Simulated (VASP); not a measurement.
# SrCl2 (P-3m1) in VASP: single point with PBE

Aim: the single point of SrCl2 with PBE.

Program: VASP 6.6.1. These are calculated values, not measurements. Logs are shortened: lines on timing, memory, paths and dates and some standing lists are left out, and cuts for length are marked.

## Step 1: The cell of the first run

Symmetry: P-3m1, No. 164, trigonal system. The conventional cell has a = 4.407 Å, b = 4.407 Å, c = 5.596 Å, α = 90.00°, β = 90.00°, γ = 120.00°. Sr (site symmetry -3m) has 6 Cl at 2.90 Å within 3.8 Å. Cl (site symmetry 3m) has 3 Sr at 2.90 Å and 6 Cl at 3.77 to 3.79 Å within 3.8 Å.

## Step 2: Single point, PBE

Input file INCAR:

```
SYSTEM = SrCl2
ALGO = Normal ; EDIFF = 1E-6
ENCUT = 520 ; GGA = PE
ISIF = 2 ; ISMEAR = 0
LASPH = .True. ; LCHARG = .False.
LREAL = .False. ; LWAVE = .False.
NBANDS = 19 ; NELM = 60
PREC = Accurate ; SIGMA = 0.01
```

Input file KPOINTS:

```
k-points
0
Gamma
  6 6 4
  0 0 0
```

Input file POSCAR:

```
SrCl2
1.0
    4.4072489047      0.0000000000      0.0000000000
   -2.2036244524      3.8167895123      0.0000000000
    0.0000000000      0.0000000000      5.5960649706
Sr Cl
1 2
Direct
    0.0000000000      0.0000000000      0.0000000000
    0.3333333333      0.6666666667      0.2486950243
    0.6666666667      0.3333333333      0.7513049757
```

Potentials or basis: VASP PAW PBE potentials, release 64 (Sr_sv, Cl).

The run is started by

```console
$ cat potpaw_PBE.64/Sr_sv/POTCAR potpaw_PBE.64/Cl/POTCAR > POTCAR
$ mpirun -np 1 vasp_std > vasp.out
```

OUTCAR:

```text
SYSTEM = SrCl2
   EDIFF = 1E-6
   ENCUT = 520
   GGA = PE
   ISIF = 2
   ISMEAR = 0
   LASPH = .True.
   LREAL = .False.
   NELM = 60
   PREC = Accurate

 ion  position               nearest neighbor table
   1  0.000  0.000  0.000-   2 2.90   3 2.90   3 2.90   2 2.90   3 2.90   2 2.90
   2  0.333  0.667  0.249-   1 2.90   1 2.90   1 2.90
   3  0.667  0.333  0.751-   1 2.90   1 2.90   1 2.90

  LATTYP: Found a hexagonal cell.
 ALAT       =     4.4072489047
 C/A-ratio  =     1.2697410769

  Lattice vectors:

 A1 = (   4.4072489047,   0.0000000000,   0.0000000000)
 A2 = (  -2.2036244524,   3.8167895123,   0.0000000000)
 A3 = (   0.0000000000,   0.0000000000,   5.5960649706)

Analysis of symmetry for initial positions (statically):
=====================================================================
 Subroutine PRICEL returns:
 Original cell was already a primitive cell.

 Routine SETGRP: Setting up the symmetry group for a
 hexagonal supercell.

 Subroutine GETGRP returns: Found 12 space group operations
 (whereof 12 operations were pure point group operations)
 out of a pool of 24 trial point group operations.

The static configuration has the point symmetry D_3d.

Analysis of symmetry for dynamics (positions and initial velocities):
=====================================================================
 Subroutine PRICEL returns:
 Original cell was already a primitive cell.

 Routine SETGRP: Setting up the symmetry group for a
 hexagonal supercell.

 Subroutine GETGRP returns: Found 12 space group operations
 (whereof 12 operations were pure point group operations)
 out of a pool of 24 trial point group operations.

The dynamic configuration has the point symmetry D_3d.

 Subroutine INISYM returns: Found 12 space group operations
 (whereof 12 operations are pure point group operations),
 and found     1 'primitive' translations

----------------------------------------------------------------------------------------

                                     Primitive cell

  volume of cell :      94.1344

  direct lattice vectors                    reciprocal lattice vectors
     4.407248905  0.000000000  0.000000000     0.226898916  0.131000150  0.000000000
    -2.203624452  3.816789512  0.000000000     0.000000000  0.262000301  0.000000000
     0.000000000  0.000000000  5.596064971     0.000000000  0.000000000  0.178696996

  length of vectors
     4.407248905  4.407248905  5.596064971     0.262000301  0.262000301  0.178696996

  position of ions in fractional coordinates (direct lattice)
     0.000000000  0.000000000  0.000000000
     0.333333333  0.666666667  0.248695024
     0.666666667  0.333333333  0.751304976

  ion indices of the primitive-cell ions
   primitive index   ion index
                 1           1
                 2           2
                 3           3

----------------------------------------------------------------------------------------

 KPOINTS: k-points

Automatic generation of k-mesh.
 Grid dimensions read from file:
 generate k-points for:    6    6    4

 Generating k-lattice:

  Cartesian coordinates                     Fractional coordinates (reciprocal lattice)
     0.037816486  0.021833358  0.000000000     0.166666667  0.000000000  0.000000000
     0.000000000  0.043666717  0.000000000     0.000000000  0.166666667  0.000000000
     0.000000000  0.000000000  0.044674249     0.000000000  0.000000000  0.250000000

  Length of vectors
     0.043666717  0.043666717  0.044674249

  Shift w.r.t. Gamma in fractional coordinates (k-lattice)
     0.000000000  0.000000000  0.000000000

 Subroutine IBZKPT returns following result:
 ===========================================

 Found     24 irreducible k-points:

 Following reciprocal coordinates:
            Coordinates               Weight
  0.000000  0.000000  0.000000      1.000000
  0.166667  0.000000  0.000000      6.000000
  0.333333  0.000000  0.000000      6.000000
  0.500000 -0.000000  0.000000      3.000000
  0.166667  0.166667  0.000000      6.000000
  0.333333  0.166667  0.000000     12.000000
[... 16 lines left out ...]
  0.333333  0.166667  0.500000     12.000000
  0.333333  0.333333  0.500000      2.000000
   k-points           NKPTS =     24   k-points in BZ     NKDIM =     24   number of bands    NBANDS=     19
   number of dos      NEDOS =    301   number of ions     NIONS =      3
   total plane-waves  NPLWV =  54432
   dimension x,y,z NGX =    36 NGY =   36 NGZ =   42
   dimension x,y,z NGXF=    72 NGYF=   72 NGZF=   84
   ions per type =               1   2
   NGX,Y,Z   is equivalent  to a cutoff of  13.58, 13.58, 12.48 a.u.
   NGXF,Y,Z  is equivalent  to a cutoff of  27.16, 27.16, 24.95 a.u.
 SYSTEM =  SrCl2
   PREC   = accura    normal or accurate (medium, high low for compatibility)
   ISTART =      0    job   : 0-new  1-cont  2-samecut
   ICHARG =      2    charge: 1-file 2-atom 10-const
   ISPIN  =      1    spin polarized calculation?
   LNONCOLLINEAR =      F non collinear calculations
   LSORBIT =      F    spin-orbit coupling
   LASPH  =      T    aspherical Exc in radial PAW
   ENCUT  =  520.0 eV  38.22 Ry    6.18 a.u.   8.19  8.19 10.40*2*pi/ulx,y,z
   NELM   =     60;   NELMIN=  2; NELMDL= -5     # of ELM steps
   EDIFF  = 0.1E-05   stopping-criterion for ELM
   LREAL  =      F    real-space projection
   EDIFFG = 0.1E-04   stopping-criterion for IOM
   NSW    =      0    number of steps for IOM
   IBRION =     -1    ionic relax: 0-MD 1-quasi-New 2-CG
   NFREE  =      0    steps in history (QN), initial steepest desc. (CG)
   ISIF   =      2    stress and relaxation
   ISYM   =      2    0-nonsym 1-usesym 2-fastsym
   POTIM  = 0.5000    time-step for ionic-motion
   TEBEG  =    0.0;   TEEND  =   0.0 temperature during run
   PSTRESS=    0.0 pullay stress
   NELECT =      24.0000    total number of electrons
   NUPDOWN=      -1.0000    fix difference up-down
   EMIN   =  10.00;   EMAX   =-10.00  energy-range for DOS
   EFERMI =   0.00;   METHOD = LEGACY
   ISMEAR =     0;   SIGMA  =   0.01  broadening in eV -4-tet -1-fermi 0-gaus
   EFERMI_NEDOS =   21; number of points for ismear=-14 and -15
   IALGO  =     38    algorithm
   IMIX   =      4    mixing-type and parameters
     AMIX     =   0.40;   BMIX     =  1.00
     AMIX_MAG =   1.60;   BMIX_MAG =  1.00
  volume/ion in A,a.u.               =      31.38       211.75
  Fermi-wavevector in a.u.,A,eV,Ry     =   1.038076  1.961679 14.661657  1.077601
  Thomas-Fermi vector in A             =   2.172543
   LORBIT       =      0    0 simple, 1 ext, 2 COOP (PROOUT), +10 PAW based schemes
   GGA     = PE    functional components
   LHFCALC =     F    Hartree Fock is set to
   AEXX    =    0.0000 exact exchange contribution
   IVDW    =     0    specifies the selected vdW correction
   LEPSILON=     F    determine dielectric tensor
   LRPA    =     F    only Hartree local field effects (RPA)
 non-spin polarized calculation
 Gauss-broadening in eV      SIGMA  =   0.01
  energy-cutoff  :      520.00
  volume of cell :       94.13
 maximum number of plane-waves:      2570
 NGX is ok and might be reduce to    36
   NGX = 17   NGY = 17   NGZ = 21

 number of electron      24.0000002 magnetization

 Free energy of the ion-electron system (eV)
  ---------------------------------------------------
  ext. energy  EPLUGINS =         0.00000000
  ---------------------------------------------------
  free energy    TOTEN  =       -12.59938773 eV

  energy without entropy =      -12.59938773  energy(sigma->0) =      -12.59938773

 E-fermi :  -0.6046     XC(G=0):  -7.7966

 val. band max:       -0.7484504563   @ k =   0.0000   0.0000   0.0000
 cond. band min:       4.4103378833   @ k =   0.0000   0.0000   0.0000
 fundamental gap:      5.1587883396
 Fermi energy:        -0.6046029720

 k-point     1 :       0.0000    0.0000    0.0000
  band No.  band energies     occupation
      1     -33.4157      2.00000
      2     -15.6858      2.00000
      3     -15.3900      2.00000
      4     -15.3900      2.00000
      5     -13.6748      2.00000
      6     -12.9640      2.00000
[... 11 lines left out ...]
     18       7.5458      0.00000
     19       7.5458      0.00000

 k-point     2 :       0.1667    0.0000    0.0000
  band No.  band energies     occupation
      1     -33.4135      2.00000
      2     -15.6480      2.00000
      3     -15.5233      2.00000
      4     -15.4005      2.00000
      5     -13.5020      2.00000
      6     -13.0439      2.00000
[... 11 lines left out ...]
     18       7.6285      0.00000
     19       8.4029      0.00000

 k-point     3 :       0.3333    0.0000    0.0000
  band No.  band energies     occupation
      1     -33.4090      2.00000
      2     -15.7597      2.00000
      3     -15.5398      2.00000
      4     -15.4215      2.00000
      5     -13.3307      2.00000
      6     -13.0858      2.00000
[... 11 lines left out ...]
     18       8.0830      0.00000
     19       9.1256      0.00000

 k-point     4 :       0.5000   -0.0000    0.0000
  band No.  band energies     occupation
      1     -33.4067      2.00000
      2     -15.8521      2.00000
      3     -15.4894      2.00000
      4     -15.4319      2.00000
      5     -13.3898      2.00000
      6     -12.9807      2.00000
[... 407 lines left out ...]
     18       7.9509      0.00000
     19       8.6672      0.00000

 k-point    23 :       0.3333    0.1667    0.5000
  band No.  band energies     occupation
      1     -33.4066      2.00000
      2     -15.7785      2.00000
      3     -15.5359      2.00000
      4     -15.4791      2.00000
      5     -13.3288      2.00000
      6     -13.0240      2.00000
[... 11 lines left out ...]
     18       8.2261      0.00000
     19       8.7335      0.00000

 k-point    24 :       0.3333    0.3333    0.5000
  band No.  band energies     occupation
      1     -33.4055      2.00000
      2     -15.6766      2.00000
      3     -15.6766      2.00000
      4     -15.4880      2.00000
      5     -13.1558      2.00000
      6     -13.1558      2.00000
[... 11 lines left out ...]
     18       8.0237      0.00000
     19       9.2497      0.00000

------------------------ aborting loop because EDIFF is reached ----------------------------------------

  FORCE on cell =-STRESS in cart. coord.  units (eV):
  Direction    XX          YY          ZZ          XY          YZ          ZX
  --------------------------------------------------------------------------------------
  -------------------------------------------------------------------------------------
  Total        0.7525030      0.7525030      0.7696993     -0.0000000      0.0000000      0.0000000
  in kB       12.8076743     12.8076743     13.1003564     -0.0000000      0.0000000      0.0000000
  external PRESSURE =      12.9052350 kB  Pullay stress =       0.0000000 kB

 VOLUME and BASIS-vectors are now :
 -----------------------------------------------------------------------------
  energy-cutoff  :      520.00
  volume of cell :       94.13
      direct lattice vectors                 reciprocal lattice vectors
     4.407248905  0.000000000  0.000000000     0.226898916  0.131000150  0.000000000
    -2.203624452  3.816789512  0.000000000     0.000000000  0.262000301  0.000000000
     0.000000000  0.000000000  5.596064971     0.000000000  0.000000000  0.178696996

 POSITION                                       TOTAL-FORCE (eV/Angst)
 -----------------------------------------------------------------------------------
      0.00000      0.00000      0.00000        -0.000000      0.000000      0.000000
     -0.00000      2.54453      1.39171        -0.000000      0.000000      0.024355
      2.20362      1.27226      4.20435         0.000000     -0.000000     -0.024355
 -----------------------------------------------------------------------------------
    total drift:                               -0.000000      0.000000     -0.000000

  FREE ENERGIE OF THE ION-ELECTRON SYSTEM (eV)
  ---------------------------------------------------
  free  energy   TOTEN  =       -12.5993877294 eV

  energy  without entropy=      -12.5993877294  energy(sigma->0) =      -12.59938773
```

Wall time 66 s (1 thread of Intel Xeon 8259CL, shared host); peak memory 0.23 GiB.

What came out:

```
Free energy            : -12.5994 eV
Pressure               : 1.3 GPa
Largest force          : 0.024 eV/Å
Band gap on the k mesh : 5.16 eV
```

Forces on the atoms (eV/Å):
```
Sr   0.000  0.000  0.000
Cl   0.000  0.000  0.024
Cl   0.000  0.000 -0.024
```

A k mesh can miss the band edges.
